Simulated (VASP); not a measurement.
A run of VASP 6.6.1:

The input INCAR:

```
ALGO     = Fast           # electronic algorithm
EDIFF    = 1E-6           # SCF threshold, eV
EDIFFG   = -0.01          # ionic threshold
ENCUT    = 520            # plane-wave cutoff, eV
GGA      = PS             # functional
IBRION   = 2              # ionic algorithm
ISIF     = 2              # what is computed and relaxed
ISMEAR   = -1             # smearing method
LASPH    = T              # aspherical terms in the spheres
LCHARG   = F              # write CHGCAR
LREAL    = F              # projectors in reciprocal space
LWAVE    = F              # write WAVECAR
NELM     = 60             # most SCF steps
NSW      = 60             # ionic steps
PREC     = Accurate       # precision mode
SIGMA    = 0.05           # smearing width, eV
```

The input KPOINTS:

```
k-points
0
Gamma
  6 6 8
```

The input POSCAR:

```
Ti
1.0
    4.5673748306     -0.0456737483      0.0000000000
   -2.3232420416      3.9782995061      0.0000000000
    0.0000000000      0.0000000000      2.8262442700
Ti
3
Direct
    0.6666666667      0.3333333333      0.5000000000
    0.3333333333      0.6666666667      0.5000000000
    0.0000000000      0.0000000000      0.0000000000
```

Potentials or basis: VASP PAW PBE potentials, release 64 (Ti_sv).

The run is started by

```sh
$ cat potpaw_PBE.64/Ti_sv/POTCAR > POTCAR
$ mpirun -np 1 vasp_std > vasp.out
```

Hardware: 1 thread of Intel(R) Xeon(R) Platinum 8259CL CPU @ 2.50GHz (Skylake/Cascade Lake), on a shared host.

Q: Estimate the wall time of this run.

A: It took 6.5 min on 1 thread of Intel(R) Xeon(R) Platinum 8259CL CPU @ 2.50GHz (Skylake/Cascade Lake), with other jobs on the host, peak memory 0.24 GiB. Counts: scf iterations 65, k points 100, ion steps 2.
